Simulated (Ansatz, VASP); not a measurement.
## FeO: VASP beside Ansatz

```
Fe O
1.0
     1.52888    0.88270    2.53626
    -1.52888    0.88270    2.53626
     0.00000   -1.76540    2.53626
Fe O
1 1
Direct
  0.00000 0.00000 0.00000
  0.50000 0.50000 0.50000
```

Alike in both runs: task single point; functional LDA; k mesh 9 × 9 × 9; occupations fermi-dirac, width 0.05 eV; collinear spin.

|  | VASP | Ansatz |
| --- | --- | --- |
| version | VASP 6.6.1 | Ansatz 0.2.0 |
| potentials or method | VASP PAW LDA potentials, release 64 (Fe, O) | Ansatz PAW |
| plane-wave cutoff (eV) | 520 | 420 |
| valence electrons in the cell | 14 | 22 |

VASP gave:

| Property | Result |
| --- | --- |
| gap on the k mesh at the Fermi level (eV) | none |
| pressure (GPa) | -19.2 |
| traceless stress, the component that is largest in VASP (GPa) | -0.86 |
| net moment per atom (μB) | 2.00 |
| size of the moment on the site where the two differ most (μB) | 3.58 |

Question: What did Ansatz give for the same quantities?

Answer: gap on the k mesh at the Fermi level (eV): none; pressure (GPa): -19.3; traceless stress, the component that is largest in VASP (GPa): -0.84; net moment per atom (μB): 2.00; size of the moment on the site where the two differ most (μB): 3.43.

LDA's correlation is that of Perdew and Zunger in VASP and of Perdew and Wang (1992) in Ansatz. Site moments also hang on the region over which each program counts them. A gap of «none» marks a metal or a gap that the smearing closes. VASP's potentials hold 14 valence electrons a cell and Ansatz's 22, so a difference there can come from the potentials and not from the codes.
